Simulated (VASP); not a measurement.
# Zr (Im-3m) in VASP: a series of runs

Runs on Zr. Level: BLYP. Tasks: single point.

All numbers are computed with VASP 6.6.1; they aren't measurements. Logs are shortened: lines on timing, memory, paths and dates and some standing lists are left out, and cuts for length are marked.

## (1) The cell of the first run

It takes space group Im-3m (No. 229, cubic). Conventional cell: a = 3.470 Å, b = 3.470 Å, c = 3.470 Å, α = 90.00°, β = 90.00°, γ = 90.00°. Zr (site symmetry m-3m) has 14 Zr at 3.01 to 3.47 Å within 4.0 Å.

This isn't the form of Zr at room conditions, which is hcp.

## (2) Single point, BLYP (20.89 Å³/atom)

File INCAR:

```
SYSTEM = Zr
AGGAC = 1.0
AGGAX = 1.0
ALDAC = 0.0
ALDAX = 1.0
ALGO = Normal
EDIFF = 1E-7
ENCUT = 520
GGA = B5
ISIF = 2
ISMEAR = -1
LASPH = .True.
LCHARG = .True.
LELF = .True.
LREAL = .False.
LVHAR = .True.
LWAVE = .False.
NBANDS = 12
NELM = 100
PREC = Accurate
SIGMA = 0.1
```

File KPOINTS:

```
k-points
0
Gamma
  14 14 14
  0 0 0
```

File POSCAR:

```
Zr
1.0
   -1.7350514031      1.7350514031      1.7350514031
    1.7350514031     -1.7350514031      1.7350514031
    1.7350514031      1.7350514031     -1.7350514031
Zr
1
Direct
    0.0000000000      0.0000000000      0.0000000000
```

Potentials or basis: VASP PAW PBE potentials, release 64 (Zr_sv).

On the command line:

```bash
cat potpaw_PBE.64/Zr_sv/POTCAR > POTCAR
mpirun -np 1 vasp_std > vasp.out
```

OUTCAR:

```text
SYSTEM = Zr
   EDIFF = 1E-7
   ENCUT = 520
   GGA = B5
   ISIF = 2
   ISMEAR = -1
   LASPH = .True.
   LREAL = .False.
   NELM = 100
   PREC = Accurate

 ion  position               nearest neighbor table
   1  0.000  0.000  0.000-

  LATTYP: Found a body centered cubic cell.
 ALAT       =     3.4701028062

  Lattice vectors:

 A1 = (  -1.7350514031,   1.7350514031,   1.7350514031)
 A2 = (   1.7350514031,  -1.7350514031,   1.7350514031)
 A3 = (   1.7350514031,   1.7350514031,  -1.7350514031)

Analysis of symmetry for initial positions (statically):
=====================================================================
 Subroutine PRICEL returns:
 Original cell was already a primitive cell.

 Routine SETGRP: Setting up the symmetry group for a
 body centered cubic supercell.

 Subroutine GETGRP returns: Found 48 space group operations
 (whereof 48 operations were pure point group operations)
 out of a pool of 48 trial point group operations.

The static configuration has the point symmetry O_h .

Analysis of symmetry for dynamics (positions and initial velocities):
=====================================================================
 Subroutine PRICEL returns:
 Original cell was already a primitive cell.

 Routine SETGRP: Setting up the symmetry group for a
 body centered cubic supercell.

 Subroutine GETGRP returns: Found 48 space group operations
 (whereof 48 operations were pure point group operations)
 out of a pool of 48 trial point group operations.

The dynamic configuration has the point symmetry O_h .

 Subroutine INISYM returns: Found 48 space group operations
 (whereof 48 operations are pure point group operations),
 and found     1 'primitive' translations

----------------------------------------------------------------------------------------

                                     Primitive cell

  volume of cell :      20.8928

  direct lattice vectors                    reciprocal lattice vectors
    -1.735051403  1.735051403  1.735051403     0.000000000  0.288175900  0.288175900
     1.735051403 -1.735051403  1.735051403     0.288175900  0.000000000  0.288175900
     1.735051403  1.735051403 -1.735051403     0.288175900  0.288175900  0.000000000

  length of vectors
     3.005197184  3.005197184  3.005197184     0.407542266  0.407542266  0.407542266

  position of ions in fractional coordinates (direct lattice)
     0.000000000  0.000000000  0.000000000

  ion indices of the primitive-cell ions
   primitive index   ion index
                 1           1

----------------------------------------------------------------------------------------

 KPOINTS: k-points

Automatic generation of k-mesh.
 Grid dimensions read from file:
 generate k-points for:   14   14   14

 Generating k-lattice:

  Cartesian coordinates                     Fractional coordinates (reciprocal lattice)
     0.000000000  0.020583993  0.020583993     0.071428571  0.000000000  0.000000000
     0.020583993  0.000000000  0.020583993     0.000000000  0.071428571  0.000000000
     0.020583993  0.020583993  0.000000000     0.000000000  0.000000000  0.071428571

  Length of vectors
     0.029110162  0.029110162  0.029110162

  Shift w.r.t. Gamma in fractional coordinates (k-lattice)
     0.000000000  0.000000000  0.000000000

 Subroutine IBZKPT returns following result:
 ===========================================

 Found    104 irreducible k-points:

 Following reciprocal coordinates:
            Coordinates               Weight
  0.000000  0.000000  0.000000      1.000000
  0.071429  0.000000  0.000000     12.000000
  0.142857  0.000000  0.000000     12.000000
  0.214286  0.000000  0.000000     12.000000
  0.285714  0.000000  0.000000     12.000000
  0.357143  0.000000  0.000000     12.000000
[... 16 lines left out ...]
  0.285714  0.285714  0.000000     24.000000
  0.357143  0.285714 -0.000000     24.000000
 [... further k-points ...]
   k-points           NKPTS =    104   k-points in BZ     NKDIM =    104   number of bands    NBANDS=     12
   number of dos      NEDOS =    301   number of ions     NIONS =      1
   total plane-waves  NPLWV =  13824
   dimension x,y,z NGX =    24 NGY =   24 NGZ =   24
   dimension x,y,z NGXF=    48 NGYF=   48 NGZF=   48
   ions per type =               1
   NGX,Y,Z   is equivalent  to a cutoff of  13.28, 13.28, 13.28 a.u.
   NGXF,Y,Z  is equivalent  to a cutoff of  26.55, 26.55, 26.55 a.u.
 SYSTEM =  Zr
   PREC   = accura    normal or accurate (medium, high low for compatibility)
   ISTART =      0    job   : 0-new  1-cont  2-samecut
   ICHARG =      2    charge: 1-file 2-atom 10-const
   ISPIN  =      1    spin polarized calculation?
   LNONCOLLINEAR =      F non collinear calculations
   LSORBIT =      F    spin-orbit coupling
   LASPH  =      T    aspherical Exc in radial PAW
   ENCUT  =  520.0 eV  38.22 Ry    6.18 a.u.   5.59  5.59  5.59*2*pi/ulx,y,z
   NELM   =    100;   NELMIN=  2; NELMDL= -5     # of ELM steps
   EDIFF  = 0.1E-06   stopping-criterion for ELM
   LREAL  =      F    real-space projection
   EDIFFG = 0.1E-05   stopping-criterion for IOM
   NSW    =      0    number of steps for IOM
   IBRION =     -1    ionic relax: 0-MD 1-quasi-New 2-CG
   NFREE  =      0    steps in history (QN), initial steepest desc. (CG)
   ISIF   =      2    stress and relaxation
   ISYM   =      2    0-nonsym 1-usesym 2-fastsym
   POTIM  = 0.5000    time-step for ionic-motion
   TEBEG  =    0.0;   TEEND  =   0.0 temperature during run
   PSTRESS=    0.0 pullay stress
   NELECT =      12.0000    total number of electrons
   NUPDOWN=      -1.0000    fix difference up-down
   EMIN   =  10.00;   EMAX   =-10.00  energy-range for DOS
   EFERMI =   0.00;   METHOD = LEGACY
   ISMEAR =    -1;   SIGMA  =   0.10  broadening in eV -4-tet -1-fermi 0-gaus
   EFERMI_NEDOS =   21; number of points for ismear=-14 and -15
   IALGO  =     38    algorithm
   IMIX   =      4    mixing-type and parameters
     AMIX     =   0.40;   BMIX     =  1.00
     AMIX_MAG =   1.60;   BMIX_MAG =  1.00
  volume/ion in A,a.u.               =      20.89       140.99
  Fermi-wavevector in a.u.,A,eV,Ry     =   1.360827  2.571590 25.195949  1.851850
  Thomas-Fermi vector in A             =   2.487456
   LORBIT       =      0    0 simple, 1 ext, 2 COOP (PROOUT), +10 PAW based schemes
   GGA     = B5    functional components
   LHFCALC =     F    Hartree Fock is set to
   AEXX    =    0.0000 exact exchange contribution
   IVDW    =     0    specifies the selected vdW correction
   LEPSILON=     F    determine dielectric tensor
   LRPA    =     F    only Hartree local field effects (RPA)
 non-spin polarized calculation
  energy-cutoff  :      520.00
  volume of cell :       20.89
 maximum number of plane-waves:       586
   NGX = 11   NGY = 11   NGZ = 11

 number of electron      12.0000000 magnetization

 Free energy of the ion-electron system (eV)
  ---------------------------------------------------
  ext. energy  EPLUGINS =         0.00000000
  ---------------------------------------------------
  free energy    TOTEN  =        -7.17387975 eV

  energy without entropy =       -7.12433895  energy(sigma->0) =       -7.14910935

 E-fermi :  10.4818     XC(G=0): -10.9857

 val. band max:       10.4802081184   @ k =  -0.2857   0.2857   0.1429
 cond. band min:      10.4845476332   @ k =   0.1429   0.0714   0.0714
 fundamental gap:      0.0043395148
 Fermi energy:        10.4817782626

 k-point     1 :       0.0000    0.0000    0.0000
  band No.  band energies     occupation
      1     -37.7694      2.00000
      2     -15.1948      2.00000
      3     -15.1948      2.00000
      4     -15.1948      2.00000
      5       5.1416      2.00000
      6      11.5698      0.00004
      7      11.5698      0.00004
      8      11.5698      0.00004
      9      14.3268      0.00000
     10      14.3268      0.00000
     11      23.3819      0.00000
     12      23.3819      0.00000

 k-point     2 :       0.0714    0.0000    0.0000
  band No.  band energies     occupation
      1     -37.7579      2.00000
      2     -15.2675      2.00000
      3     -15.2165      2.00000
      4     -15.1955      2.00000
      5       5.3384      2.00000
      6      11.4383      0.00014
      7      11.5290      0.00006
      8      11.7616      0.00001
      9      14.1194      0.00000
     10      14.3238      0.00000
     11      23.5595      0.00000
     12      23.7317      0.00000

 k-point     3 :       0.1429    0.0000    0.0000
  band No.  band energies     occupation
      1     -37.7256      2.00000
      2     -15.4673      2.00000
      3     -15.2768      2.00000
      4     -15.1975      2.00000
      5       5.8851      2.00000
      6      11.0962      0.00428
      7      11.3450      0.00036
      8      12.3261      0.00000
      9      13.7930      0.00000
     10      14.3349      0.00000
     11      23.9430      0.00000
     12      24.7251      0.00000
[... 286 lines left out ...]
 k-point    23 :       0.2857    0.2857    0.0000
  band No.  band energies     occupation
      1     -37.5116      2.00000
      2     -16.2801      2.00000
      3     -15.9222      2.00000
      4     -15.3560      2.00000
      5       8.8488      2.00000
      6       9.7866      1.99809
      7      10.6221      0.39452
      8      14.3298      0.00000
      9      15.0934      0.00000
     10      19.5740      0.00000
     11      20.6409      0.00000
     12      22.9266      0.00000

 k-point    24 :       0.3571    0.2857   -0.0000
  band No.  band energies     occupation
      1     -37.5042      2.00000
      2     -16.2295      2.00000
      3     -16.0226      2.00000
      4     -15.3628      2.00000
      5       8.9138      2.00000
      6       9.9303      1.99198
      7      10.4858      0.98002
      8      14.5546      0.00000
      9      15.0396      0.00000
     10      20.0911      0.00000
     11      20.5596      0.00000
     12      22.1166      0.00000

 [... further k-points ...]
[... 5 lines left out ...]
  --------------------------------------------------------------------------------------
  -------------------------------------------------------------------------------------
  Total        1.6981531      1.6981531      1.6981531      0.0000000      0.0000000      0.0000000
  in kB      130.2238081    130.2238081    130.2238081      0.0000000      0.0000000      0.0000000
  external PRESSURE =     130.2238081 kB  Pullay stress =       0.0000000 kB

 VOLUME and BASIS-vectors are now :
 -----------------------------------------------------------------------------
  energy-cutoff  :      520.00
  volume of cell :       20.89
      direct lattice vectors                 reciprocal lattice vectors
    -1.735051403  1.735051403  1.735051403     0.000000000  0.288175900  0.288175900
     1.735051403 -1.735051403  1.735051403     0.288175900  0.000000000  0.288175900
     1.735051403  1.735051403 -1.735051403     0.288175900  0.288175900  0.000000000

 POSITION                                       TOTAL-FORCE (eV/Angst)
 -----------------------------------------------------------------------------------
      0.00000      0.00000      0.00000        -0.000000     -0.000000     -0.000000
 -----------------------------------------------------------------------------------
    total drift:                                0.000000      0.000000     -0.000000

  FREE ENERGIE OF THE ION-ELECTRON SYSTEM (eV)
  ---------------------------------------------------
  free  energy   TOTEN  =        -7.1738797550 eV

  energy  without entropy=       -7.1243389472  energy(sigma->0) =       -7.14910935
```

Wall time 43 s (1 thread of Intel Xeon 8259CL, shared host); peak memory 0.15 GiB.

What came out:

- Free energy: -7.1739 eV
- Pressure: 13.0 GPa
- Band gap on the k mesh: zero (bands 6 and 7 overlap by 1.73 eV)

Caveat: the cell stands under pressure; the PAW data sets were made with another functional, which shifts forces and pressure a little.

[end of part 1 of 2]
